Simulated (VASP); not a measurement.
A run of VASP 6.6.1 is set up as follows.

Contents of INCAR:

```
SYSTEM = Pb
  PREC = Accurate
  ENCUT = 600
  EDIFF = 1E-7
  ISMEAR = 0
  SIGMA = 0.1
  LREAL = .FALSE.
  LASPH = .TRUE.
  NELM = 60
  ALGO = Fast
  ISIF = 3
  LWAVE = .FALSE.
  LCHARG = .FALSE.
  GGA = PE
  IBRION = 2
  NSW = 100
  EDIFFG = -0.01
```

The input KPOINTS:

```
Automatic mesh
0
G
  18 18 18
  0 0 0
```

File POSCAR:

```
Pb
1.0
    3.2567466072      0.0000000000      0.0000000000
    0.0000000000      3.2567466072      0.0000000000
    0.0000000000      0.0000000000      3.2567466072
Pb
1
Direct
    0.0000000000      0.0000000000      0.0000000000
```

Potentials or basis: VASP PAW PBE potentials, release 64 (Pb_d).

Run with:

```sh
$ cat potpaw_PBE.64/Pb_d/POTCAR > POTCAR
$ mpirun -np 1 vasp_std > vasp.out
```

**Question.** Estimate the relaxed cell.

**Answer.** a = 3.252 Å, b = 3.252 Å, c = 3.252 Å, α = 90.00°, β = 90.00°, γ = 90.00°.

**Question.** Predict the space group after relaxing (to 0.05 Å).

**Answer.** Pm-3m (No. 221).

Final structure:
```
Pb
1.0
     3.25209    0.00000    0.00000
     0.00000    3.25209    0.00000
     0.00000    0.00000    3.25209
Pb
1
Direct
  0.00000 0.00000 0.00000
```
